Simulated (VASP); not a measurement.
The system is BaS (zincblende type).

```
Ba S
1.0
     0.00000    3.51614    3.51614
     3.51614    0.00000    3.51614
     3.51614    3.51614    0.00000
Ba S
1 1
Direct
  0.00000 0.00000 0.00000
  0.25000 0.25000 0.25000
```

Program: VASP 6.6.1. Alike in all runs: no spin polarisation; cell as given; k mesh 9 × 9 × 9; cutoff (eV) 520; smearing fermi-dirac 0.08 eV.

Task: Order these runs on this cell by their band gap on the k mesh, lowest first.
A. level LDA; potentials or basis VASP PAW LDA potentials, release 64 (Ba_sv, S)
B. level PBEsol; potentials or basis VASP PAW PBE potentials, release 64 (Ba_sv, S)
C. level r2SCAN; potentials or basis VASP PAW PBE potentials, release 64 (Ba_sv, S)

Result: A (2.48 eV), B (2.66 eV), C (3.11 eV).

Caveats: spin-orbit coupling is left out, which moves the levels of the heavy elements; an odd mesh through Γ misses points on the zone boundary, where band edges can lie.
